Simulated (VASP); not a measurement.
# NbH (Immm) in VASP: a series of runs, part 2 of 2

VASP 6.6.1.

## (4) Single point, PBEsol (uniaxial strain along a: +4.0 %)

The input, INCAR:

```
PREC = Accurate
ENCUT = 520
EDIFF = 1E-6
ISMEAR = 0
SIGMA = 0.1
LREAL = False
LASPH = True
NELM = 80
ALGO = Normal
ISIF = 2
LWAVE = False
LCHARG = False
GGA = PS
NBANDS = 22
```

The input, KPOINTS:

```
Automatic mesh
0
Gamma
  14 14 12
```

The input, POSCAR:

```
NbH
1.0
    3.3047613477      0.0000000000      0.0000000000
    0.0000000000      3.1458785906      0.0000000000
    0.0000000000      0.0000000000      3.8638067524
Nb H
2 2
Direct
    0.0000000000      0.0000000000      0.0000000000
    0.5000000000      0.5000000000      0.5000000000
    0.0000000000      0.0000000000      0.5000000000
    0.5000000000      0.5000000000      0.0000000000
```

Potentials or basis: VASP PAW PBE potentials, release 64 (Nb_sv, H).

Launch:

```
$ cat potpaw_PBE.64/Nb_sv/POTCAR potpaw_PBE.64/H/POTCAR > POTCAR
$ mpirun -np 1 vasp_std > vasp.out
```

OUTCAR:

```text
PREC = Accurate
   ENCUT = 520
   EDIFF = 1E-6
   ISMEAR = 0
   LREAL = False
   LASPH = True
   NELM = 80
   ISIF = 2
   GGA = PS

 ion  position               nearest neighbor table
   1  0.000  0.000  0.000-   3 1.93   3 1.93   2 2.99   2 2.99   2 2.99   2 2.99   2 2.99   2 2.99
                             2 2.99   2 2.99
   2  0.500  0.500  0.500-   4 1.93   4 1.93   1 2.99   1 2.99   1 2.99   1 2.99   1 2.99   1 2.99
                             1 2.99   1 2.99
   3  0.000  0.000  0.500-   1 1.93   1 1.93
   4  0.500  0.500  0.000-   2 1.93   2 1.93

  LATTYP: Found a simple orthorhombic cell.
 ALAT       =     3.1458785906
 B/A-ratio  =     1.0505050505
 C/A-ratio  =     1.2282122915

  Lattice vectors:

 A1 = (   0.0000000000,  -3.1458785906,   0.0000000000)
 A2 = (   3.3047613477,   0.0000000000,   0.0000000000)
 A3 = (   0.0000000000,   0.0000000000,   3.8638067524)

Analysis of symmetry for initial positions (statically):
=====================================================================
 Subroutine PRICEL returns following result:

[... 189 lines left out ...]
  ext. energy  EPLUGINS =         0.00000000
  ---------------------------------------------------
  free energy    TOTEN  =       -29.24068559 eV

  energy without entropy =      -29.23160360  energy(sigma->0) =      -29.23614459

 E-fermi :  11.2419     XC(G=0): -12.6199

 val. band max:       11.2411657481   @ k =   0.3571   0.0714   0.0833
 cond. band min:      11.2431497346   @ k =   0.4286   0.4286   0.1667
 fundamental gap:      0.0019839865
 Fermi energy:        11.2418693521

 k-point     1 :       0.0000    0.0000    0.0000
  band No.  band energies     occupation
      1     -43.8651      2.00000
      2     -43.6026      2.00000
      3     -20.3613      2.00000
      4     -20.0079      2.00000
      5     -19.8594      2.00000
      6     -19.4706      2.00000
[... 589 lines left out ...]
     21      21.1970      0.00000
     22      21.1972      0.00000

 [... further k-points ...]
[... 5 lines left out ...]
  --------------------------------------------------------------------------------------
  -------------------------------------------------------------------------------------
  Total       -2.3730208     -0.1679957     -0.2546966     -0.0000000      0.0000000      0.0000000
  in kB      -94.6487045     -6.7005649    -10.1586576     -0.0000000      0.0000000      0.0000000
  external PRESSURE =     -37.1693090 kB  Pullay stress =       0.0000000 kB

 VOLUME and BASIS-vectors are now :
 -----------------------------------------------------------------------------
  energy-cutoff  :      520.00
  volume of cell :       40.17
      direct lattice vectors                 reciprocal lattice vectors
     3.304761348  0.000000000  0.000000000     0.302593711  0.000000000  0.000000000
     0.000000000  3.145878591  0.000000000     0.000000000  0.317876222  0.000000000
     0.000000000  0.000000000  3.863806752     0.000000000  0.000000000  0.258812116

 POSITION                                       TOTAL-FORCE (eV/Angst)
 -----------------------------------------------------------------------------------
      0.00000      0.00000      0.00000         0.000000     -0.000000     -0.000000
      1.65238      1.57294      1.93190         0.000000      0.000000      0.000000
      0.00000      0.00000      1.93190         0.000000     -0.000000     -0.000000
      1.65238      1.57294      0.00000         0.000000     -0.000000     -0.000000
 -----------------------------------------------------------------------------------
    total drift:                                0.000000      0.000000      0.000000

  FREE ENERGIE OF THE ION-ELECTRON SYSTEM (eV)
  ---------------------------------------------------
  free  energy   TOTEN  =       -29.2406855854 eV

  energy  without entropy=      -29.2316035967  energy(sigma->0) =      -29.23614459
```

OSZICAR:

```text
N       E                     dE             d eps       ncg     rms          rms(c)
DAV:   1     0.302072016291E+03    0.30207E+03   -0.15376E+04 19720   0.132E+03
DAV:   2    -0.104081862617E+02   -0.31248E+03   -0.30232E+03 22120   0.509E+02
DAV:   3    -0.302452540597E+02   -0.19837E+02   -0.19090E+02 37368   0.100E+02
DAV:   4    -0.310490499544E+02   -0.80380E+00   -0.79500E+00 26674   0.168E+01
DAV:   5    -0.310988739896E+02   -0.49824E-01   -0.49783E-01 33408   0.401E+00    0.117E+01
DAV:   6    -0.294082898020E+02    0.16906E+01   -0.26343E+00 28570   0.145E+01    0.377E+00
DAV:   7    -0.292343743935E+02    0.17392E+00   -0.85888E-01 33536   0.702E+00    0.134E+00
DAV:   8    -0.292415801722E+02   -0.72058E-02   -0.85747E-02 28358   0.241E+00    0.374E-01
DAV:   9    -0.292407723571E+02    0.80782E-03   -0.93890E-03 30436   0.860E-01    0.966E-02
DAV:  10    -0.292406857543E+02    0.86603E-04   -0.45959E-04 27172   0.205E-01    0.232E-02
DAV:  11    -0.292406871449E+02   -0.13906E-05   -0.43845E-05 31578   0.472E-02    0.665E-03
DAV:  12    -0.292406855387E+02    0.16062E-05   -0.27481E-06 21218   0.170E-02    0.258E-03
DAV:  13    -0.292406855854E+02   -0.46630E-07   -0.29539E-07 16258   0.592E-03
   1 F= -.29240686E+02 E0= -.29236145E+02  d E =-.908199E-02
```

It took 2.6 min on 1 thread of Intel Xeon Platinum 8559C (Emerald Rapids), shared host; peak memory 0.41 GiB.

Results:

```
Free energy            : -29.2407 eV
Pressure               : -3.7 GPa
Band gap on the k mesh : zero (bands 14 and 15 overlap by 1.78 eV)
```

Levels at points of the mesh, in eV from the Fermi level:
```tsv
k point	band 10	band 11	band 12	band 13	band 14	band 15	band 16	band 17	band 18	band 19
(0.00, 0.00, 0.00)	-8.38	-3.86	-1.14	-0.52	0.67	0.68	1.68	3.76	4.12	4.26
(0.50, 0.00, 0.00)	-7.32	-2.73	-2.73	-1.01	-1.01	0.27	0.27	1.51	1.51	3.63
(0.00, 0.50, 0.00)	-7.14	-2.54	-2.54	-1.12	-1.12	-0.36	-0.36	1.19	1.19	4.57
(0.50, 0.50, 0.00)	-8.31	-3.32	-3.32	1.14	1.14	2.71	2.71	3.67	3.67	4.85
(0.00, 0.00, 0.50)	-7.32	-2.06	-2.06	0.21	0.21	0.51	0.51	0.68	0.68	2.01
(0.50, 0.00, 0.50)	-4.96	-4.52	-4.52	-1.54	-1.54	-0.11	-0.11	2.67	2.67	4.40
(0.00, 0.50, 0.50)	-4.76	-4.55	-4.55	-2.16	-2.16	0.15	0.15	3.43	3.43	4.32
(0.50, 0.50, 0.50)	-6.39	-2.12	-2.12	-1.82	-1.82	1.10	1.10	3.54	3.54	5.56
```

Caveat: the cell differs from its parent crystal (uniaxial strain along a: +4.0 %); the stress differs along the axes, from -9 to -1 GPa; the PAW data sets were made with another functional, which shifts forces and pressure a little.

## (5) Summary

```tsv
cell	gap on the mesh (eV)	pressure (GPa)
a = 3.241, b = 3.162, c = 3.883 Å, 4 atoms	none	-2.2
a = 3.305, b = 3.147, c = 3.856 Å, 4 atoms	none	-3.3
a = 3.305, b = 3.146, c = 3.864 Å, 4 atoms	none	-3.7
```

Alike in all rows: task single point; level PBEsol; potentials or basis VASP PAW PBE potentials, release 64 (Nb_sv, H); no spin polarisation; k mesh 14 × 14 × 12; cutoff (eV) 520; smearing gaussian 0.1 eV.

Caveats: the PAW data sets were made with another functional, which shifts forces and pressure a little; the stress differs along the axes, from -9 to -0 GPa (at least some runs); the stress differs along the axes, from -9 to -1 GPa (at least some runs).

Absolute energies hang on the potentials; compare differences alone.
